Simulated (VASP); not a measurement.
Here is a VASP 6.6.1 calculation.

INCAR

```
SYSTEM = Au
PREC = Accurate
ENCUT = 600
EDIFF = 1E-7
ISMEAR = 0
SIGMA = 0.1
LREAL = .FALSE.
LASPH = .TRUE.
NELM = 80
ALGO = Fast
ISIF = 4
LWAVE = .FALSE.
LCHARG = .FALSE.
GGA = PS
IBRION = 2
NSW = 50
EDIFFG = -0.01
```

The input KPOINTS:

```
Automatic mesh
0
G
  16 14 10
  0 0 0
```

The input POSCAR:

```
Au
1.0
    2.7509452726     -0.0172552759      0.3395236042
   -0.0277236339      2.7500857561      0.3633726270
   -0.4762863660     -0.5112694551      3.8330637858
Au
2
Direct
    0.2500000000      0.2500000000      0.7500000000
    0.7500000000      0.7500000000      0.2500000000
```

Potentials or basis: VASP PAW PBE potentials, release 64 (Au).

Launch:

```console
$ cat potpaw_PBE.64/Au/POTCAR > POTCAR
$ mpirun -np 1 vasp_std > vasp.out
```

(1) Estimate the band gap on the k mesh.

Results:

(1) zero (bands 11 and 12 overlap by 8.24 eV).

Caveat: spin-orbit coupling is left out, which moves the levels of the heavy elements.
